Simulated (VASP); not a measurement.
# Ba in VASP: further runs, part 2 of 2

VASP 6.6.1.

## 4. Relaxation of shape and atoms at fixed volume, PBE (55.76 Å³/atom)

INCAR

```
SYSTEM = Ba
  PREC = Accurate
  ENCUT = 600
  EDIFF = 1E-6
  ISMEAR = 0
  SIGMA = 0.1
  LREAL = .False.
  LASPH = .True.
  NELM = 80
  ALGO = Fast
  ISIF = 4
  LWAVE = .False.
  LCHARG = .False.
  GGA = PE
  IBRION = 2
  NSW = 50
  EDIFFG = -0.01
```

KPOINTS

```
regular mesh
0
Gamma
  12 12 8
  0 0 0
```

POSCAR

```
Ba
1.0
    4.2742845338      0.0000000000      0.0000000000
   -2.1371422669      3.7016389893      0.0000000000
    0.0000000000      0.0000000000      7.0484314768
Ba
2
Direct
    0.3333333333      0.6666666667      0.7500000000
    0.6666666667      0.3333333333      0.2500000000
```

Potentials or basis: VASP PAW PBE potentials, release 64 (Ba_sv).

On the command line:

```
$ cat potpaw_PBE.64/Ba_sv/POTCAR > POTCAR
$ mpirun -np 1 vasp_std > vasp.out
```

OUTCAR:

```text
SYSTEM = Ba
   PREC = Accurate
   ENCUT = 600
   EDIFF = 1E-6
   ISMEAR = 0
   LREAL = .False.
   LASPH = .True.
   NELM = 80
   ISIF = 4
   GGA = PE
   IBRION = 2
   NSW = 50
   EDIFFG = -0.01

 ion  position               nearest neighbor table
   1  0.333  0.667  0.750-   2 4.30   2 4.30   2 4.30   2 4.30   2 4.30   2 4.30
   2  0.667  0.333  0.250-   1 4.30   1 4.30   1 4.30   1 4.30   1 4.30   1 4.30

  LATTYP: Found a hexagonal cell.
 ALAT       =     4.2742845338
 C/A-ratio  =     1.6490318838

  Lattice vectors:

 A1 = (   4.2742845338,   0.0000000000,   0.0000000000)
 A2 = (  -2.1371422669,   3.7016389893,   0.0000000000)
 A3 = (   0.0000000000,   0.0000000000,   7.0484314768)

Analysis of symmetry for initial positions (statically):
=====================================================================
 Subroutine PRICEL returns:
 Original cell was already a primitive cell.

 Routine SETGRP: Setting up the symmetry group for a
 hexagonal supercell.

 Subroutine GETGRP returns: Found 24 space group operations
 (whereof 12 operations were pure point group operations)
 out of a pool of 24 trial point group operations.

The static configuration has the point symmetry D_3d.
 The point group associated with its full space group is D_6h.

Analysis of symmetry for dynamics (positions and initial velocities):
=====================================================================
 Subroutine PRICEL returns:
 Original cell was already a primitive cell.

 Routine SETGRP: Setting up the symmetry group for a
 hexagonal supercell.

 Subroutine GETGRP returns: Found 24 space group operations
 (whereof 12 operations were pure point group operations)
 out of a pool of 24 trial point group operations.

The dynamic configuration has the point symmetry D_3d.
 The point group associated with its full space group is D_6h.

 Subroutine INISYM returns: Found 24 space group operations
 (whereof 12 operations are pure point group operations),
 and found     1 'primitive' translations

----------------------------------------------------------------------------------------

                                     Primitive cell

  volume of cell :     111.5193

  direct lattice vectors                    reciprocal lattice vectors
     4.274284534  0.000000000  0.000000000     0.233957284  0.135075301  0.000000000
    -2.137142267  3.701638989  0.000000000     0.000000000  0.270150602  0.000000000
     0.000000000  0.000000000  7.048431477     0.000000000  0.000000000  0.141875537

  length of vectors
     4.274284534  4.274284534  7.048431477     0.270150602  0.270150602  0.141875537

  position of ions in fractional coordinates (direct lattice)
     0.333333333  0.666666667  0.750000000
     0.666666667  0.333333333  0.250000000

  ion indices of the primitive-cell ions
   primitive index   ion index
                 1           1
                 2           2

----------------------------------------------------------------------------------------

 KPOINTS: regular mesh

Automatic generation of k-mesh.
 Grid dimensions read from file:
 generate k-points for:   12   12    8

 Generating k-lattice:

[... 56 lines left out ...]
   LNONCOLLINEAR =      F non collinear calculations
   LSORBIT =      F    spin-orbit coupling
   LASPH  =      T    aspherical Exc in radial PAW
   ENCUT  =  600.0 eV  44.10 Ry    6.64 a.u.   8.54  8.54 14.08*2*pi/ulx,y,z
   NELM   =     80;   NELMIN=  2; NELMDL= -5     # of ELM steps
   EDIFF  = 0.1E-05   stopping-criterion for ELM
   LREAL  =      F    real-space projection
   EDIFFG = -.1E-01   stopping-criterion for IOM
   NSW    =     50    number of steps for IOM
   IBRION =      2    ionic relax: 0-MD 1-quasi-New 2-CG
   NFREE  =      1    steps in history (QN), initial steepest desc. (CG)
   ISIF   =      4    stress and relaxation
   ISYM   =      2    0-nonsym 1-usesym 2-fastsym
   POTIM  = 0.5000    time-step for ionic-motion
   TEBEG  =    0.0;   TEEND  =   0.0 temperature during run
   PSTRESS=    0.0 pullay stress
   NELECT =      20.0000    total number of electrons
   NUPDOWN=      -1.0000    fix difference up-down
   EMIN   =  10.00;   EMAX   =-10.00  energy-range for DOS
   EFERMI =   0.00;   METHOD = LEGACY
   ISMEAR =     0;   SIGMA  =   0.10  broadening in eV -4-tet -1-fermi 0-gaus
   EFERMI_NEDOS =   21; number of points for ismear=-14 and -15
   IALGO  =     68    algorithm
   IMIX   =      4    mixing-type and parameters
     AMIX     =   0.40;   BMIX     =  1.00
     AMIX_MAG =   1.60;   BMIX_MAG =  1.00
  volume/ion in A,a.u.               =      55.76       376.28
  Fermi-wavevector in a.u.,A,eV,Ry     =   0.923212  1.744618 11.596526  0.852321
  Thomas-Fermi vector in A             =   2.048824
   LORBIT       =      0    0 simple, 1 ext, 2 COOP (PROOUT), +10 PAW based schemes
   GGA     = PE    functional components
   LHFCALC =     F    Hartree Fock is set to
   AEXX    =    0.0000 exact exchange contribution
   IVDW    =     0    specifies the selected vdW correction
   LEPSILON=     F    determine dielectric tensor
   LRPA    =     F    only Hartree local field effects (RPA)
 conjugate gradient relaxation of ions
 non-spin polarized calculation
 RMM-DIIS sequential band-by-band and
 Gauss-broadening in eV      SIGMA  =   0.10
  energy-cutoff  :      600.00
  volume of cell :      111.52
 maximum number of plane-waves:      3779
 NGX is ok and might be reduce to    36
   NGX = 17   NGY = 17   NGZ = 29

--------------------------------------- Ionic step        1  -------------------------------------------

 number of electron      20.0000001 magnetization

 Free energy of the ion-electron system (eV)
  ---------------------------------------------------
  ext. energy  EPLUGINS =         0.00000000
  ---------------------------------------------------
  free energy    TOTEN  =        -3.73419726 eV

  energy without entropy =       -3.72039224  energy(sigma->0) =       -3.72729475

------------------------ aborting loop because EDIFF is reached ----------------------------------------

  FORCE on cell =-STRESS in cart. coord.  units (eV):
  Direction    XX          YY          ZZ          XY          YZ          ZX
  --------------------------------------------------------------------------------------
  -------------------------------------------------------------------------------------
  Total        0.9636120      0.9636120      0.8428933      0.0000000      0.0000000      0.0000000
  in kB       13.8440389     13.8440389     12.1096953      0.0000000      0.0000000      0.0000000
  external PRESSURE =      13.2659244 kB  Pullay stress =       0.0000000 kB
[... 59 lines left out ...]
--------------------------------------- Ionic step        3  -------------------------------------------

 number of electron      20.0000001 magnetization

 Free energy of the ion-electron system (eV)
  ---------------------------------------------------
  ext. energy  EPLUGINS =         0.00000000
  ---------------------------------------------------
  free energy    TOTEN  =        -3.73450323 eV

  energy without entropy =       -3.72050860  energy(sigma->0) =       -3.72750592

 E-fermi :   2.0847     XC(G=0):  -7.8077

 val. band max:        2.0792388636   @ k =   0.3333   0.0833   0.1250
 cond. band min:       2.0899919497   @ k =   0.3333   0.1667   0.1250
 fundamental gap:      0.0107530861
 Fermi energy:         2.0846699851

 k-point     1 :       0.0000    0.0000    0.0000
  band No.  band energies     occupation
      1     -26.6000      2.00000
      2     -26.5321      2.00000
      3     -12.1432      2.00000
      4     -11.5555      2.00000
      5     -11.5555      2.00000
      6     -11.4692      2.00000
      7     -11.4692      2.00000
      8     -11.4691      2.00000
      9      -0.7214      2.00000
     10       1.0821      2.00000
     11       3.5516      0.00000
     12       3.9509      0.00000
     13       3.9738      0.00000
     14       3.9738      0.00000
[... 377 lines left out ...]
      1     -26.5497      2.00000
      2     -26.5136      2.00000
      3     -12.0025      2.00000
      4     -11.9029      2.00000
      5     -11.8597      2.00000
      6     -11.6677      2.00000
      7     -11.5603      2.00000
      8     -11.5397      2.00000
      9       0.8370      2.00000
     10       1.8235      1.99978
     11       2.1665      0.24741
     12       2.8793      0.00000
     13       3.6393      0.00000
     14       3.9543      0.00000

 [... further k-points ...]

------------------------ aborting loop because EDIFF is reached ----------------------------------------

  FORCE on cell =-STRESS in cart. coord.  units (eV):
  Direction    XX          YY          ZZ          XY          YZ          ZX
  --------------------------------------------------------------------------------------
  -------------------------------------------------------------------------------------
  Total        0.9255169      0.9255169      0.9227530      0.0000000     -0.0000000     -0.0000000
  in kB       13.2967337     13.2967337     13.2570253      0.0000000     -0.0000000     -0.0000000
  external PRESSURE =      13.2834976 kB  Pullay stress =       0.0000000 kB
[... 17 lines left out ...]
  FREE ENERGIE OF THE ION-ELECTRON SYSTEM (eV)
  ---------------------------------------------------
  free  energy   TOTEN  =        -3.7345032345 eV

  energy  without entropy=       -3.7205085974  energy(sigma->0) =       -3.72750592

 reached required accuracy - stopping structural energy minimisation
```

It took 2.1 min on 1 thread of Intel Xeon 6975P-C (Granite Rapids), shared host; peak memory 0.37 GiB.

What came out:

```
Free energy               : -3.7345 eV
Energy gained by relaxing : 0.2 meV/atom
Ionic steps               : 3
Pressure after relaxing   : 1.3 GPa
Band gap on the k mesh    : zero (bands 10 and 11 overlap by 0.53 eV)
```

Step by step:
| step | energy change (eV) | largest force (eV/Å) | pressure (GPa) | volume (Å³) |
| --- | --- | --- | --- | --- |
| 1 | 0.0000 | 0.0000 | 1.33 | 111.52 |
| 2 | -0.0002 | 0.0000 | 1.33 | 111.52 |
| 3 | -0.0003 | 0.0000 | 1.33 | 111.52 |

Final structure:
```cif
data_structure
_symmetry_space_group_name_H-M 'P 1'
_symmetry_Int_Tables_number 1
_cell_length_a 4.2847
_cell_length_b 4.2847
_cell_length_c 7.0142
_cell_angle_alpha 90.000
_cell_angle_beta 90.000
_cell_angle_gamma 120.000
_cell_volume 111.52
loop_
_atom_site_label
_atom_site_type_symbol
_atom_site_fract_x
_atom_site_fract_y
_atom_site_fract_z
_atom_site_occupancy
Ba1 Ba 0.33333 0.66667 0.75000 1
Ba2 Ba 0.66667 0.33333 0.25000 1
```

Caveat: spin-orbit coupling is left out, which moves the levels of the heavy elements.

## 5. Summary

```tsv
task	cell	k mesh	cutoff (eV)	smearing	gap on the mesh (eV)	pressure (GPa)
single point	a = 4.460, b = 7.355, c = 7.726 Å, 4 atoms, atomic positions A	6 × 4 × 4	520	gaussian 0.2 eV	none	0.1
single point	a = 4.485, b = 7.375, c = 7.664 Å, angles 90.0, 89.8, 90.1°, 4 atoms, atomic positions B	6 × 4 × 4	520	gaussian 0.2 eV	none	0.1
relaxation of shape and atoms at fixed volume	relaxed from a = 4.274, b = 4.274, c = 7.048 Å, angles 90.0, 90.0, 120.0°, 2 atoms, atomic positions C	12 × 12 × 8	600	gaussian 0.1 eV	none	1.3
```

Alike in all rows: level PBE; potentials or basis VASP PAW PBE potentials, release 64 (Ba_sv); no spin polarisation.

Caveats: spin-orbit coupling is left out, which moves the levels of the heavy elements.

Absolute energies hang on the potentials; compare differences alone.

The gap in the log of VASP goes by the Fermi energy; the results here count the filled bands.